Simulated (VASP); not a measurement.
TlBr, 2 atoms in the cell. Symmetry: Pm-3m, No. 221, cubic system. Conventional cell: a = 4.034 Å, b = 4.034 Å, c = 4.034 Å, α = 90.00°, β = 90.00°, γ = 90.00°. Tl (site symmetry m-3m) has 8 Br at 3.49 Å and 6 Tl at 4.03 Å within 4.6 Å. Within 4.6 Å of Br (site symmetry m-3m) lie 8 Tl at 3.49 Å and 6 Br at 4.03 Å. 

| Item | Value |
| --- | --- |
| Program | VASP 6.6.1 |
| Task | single point |
| Functional | r2SCAN |
| Potentials or basis | VASP PAW PBE potentials, release 64 (Tl_d, Br) |
| Cutoff | 550 eV |
| k mesh | 6 × 6 × 6 |
| Occupations | gaussian, width 0.01 eV |
| Spin | no spin polarisation |
| Dipole correction | no |
| Further INCAR settings | ALGO = Normal; EDIFF = 1e-06; NBANDS = 17 |

Potentials or basis: VASP PAW PBE potentials, release 64 (Tl_d, Br).

Run with:

```sh
$ cat potpaw_PBE.64/Tl_d/POTCAR potpaw_PBE.64/Br/POTCAR > POTCAR
$ cp INCAR.step1 INCAR
$ mpirun -np 1 vasp_std > vasp.out
$ cp INCAR.step2 INCAR
$ mpirun -np 1 vasp_std > vasp.out
```

Hardware: 1 thread of AMD EPYC 7R43 64-Core Processor (Zen 3), on a shared host.

Question: Estimate the wall time of this run.

Answer: Wall time 100 s on 1 thread of AMD EPYC 7R43 64-Core Processor (Zen 3) (shared host), peak memory 0.15 GiB. Counts: k points 20.
